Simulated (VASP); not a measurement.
Here is a VASP 6.6.1 calculation.

Contents of INCAR:

```
SYSTEM = Bi
PREC = Accurate
ENCUT = 600
EDIFF = 1E-6
ISMEAR = 0
SIGMA = 0.1
LREAL = .FALSE.
LASPH = .TRUE.
NELM = 60
ALGO = Normal
ISIF = 3
LWAVE = .FALSE.
LCHARG = .FALSE.
GGA = PE
IBRION = 2
NSW = 90
EDIFFG = -0.04
```

Contents of KPOINTS:

```
Automatic mesh
0
G
  6 6 2
  0 0 0
```

File POSCAR:

```
Bi
1.0
    3.7467851482      0.0000000000      0.0000000000
   -1.8733925741      3.2448111209      0.0000000000
    0.0000000000      0.0000000000     12.0841216167
Bi
4
Direct
    0.0000000000      0.0000000000      0.0000000000
    0.0000000000      0.0000000000      0.5000000000
    0.3333333333      0.6666666667      0.7500000000
    0.6666666667      0.3333333333      0.2500000000
```

Potentials or basis: VASP PAW PBE potentials, release 64 (Bi_d).

The run is started by

```sh
$ cat potpaw_PBE.64/Bi_d/POTCAR > POTCAR
$ mpirun -np 1 vasp_std > vasp.out
```

Task: Estimate the space group after relaxing (to 0.05 Å).

Result: P6_3/mmc (No. 194).

Task: Estimate the band gap on the k mesh.

Result: Zero (band 30 reaches 12.13 eV, above the bottom of band 31 at 5.71 eV).

Task: Predict the relaxed cell.

Result: a = 3.507 Å, b = 3.507 Å, c = 11.766 Å, α = 90.00°, β = 90.00°, γ = 120.00°.

Task: Predict the relaxed volume.

Result: 31.34 Å³/atom.

The path:
| step | energy change (eV) | largest force (eV/Å) | pressure (GPa) | volume (Å³) |
| --- | --- | --- | --- | --- |
| 1 | 0.0000 | 0.0000 | -5.91 | 146.91 |
| 2 | -0.4298 | 0.0000 | 2.84 | 119.93 |
| 3 | -0.4734 | 0.0000 | 0.16 | 125.31 |
| 4 | -0.4848 | 0.0000 | 0.11 | 125.35 |
| 5 | -0.4850 | 0.0000 | 0.11 | 125.35 |

Caveat: spin-orbit coupling is left out, which moves the levels of the heavy elements.
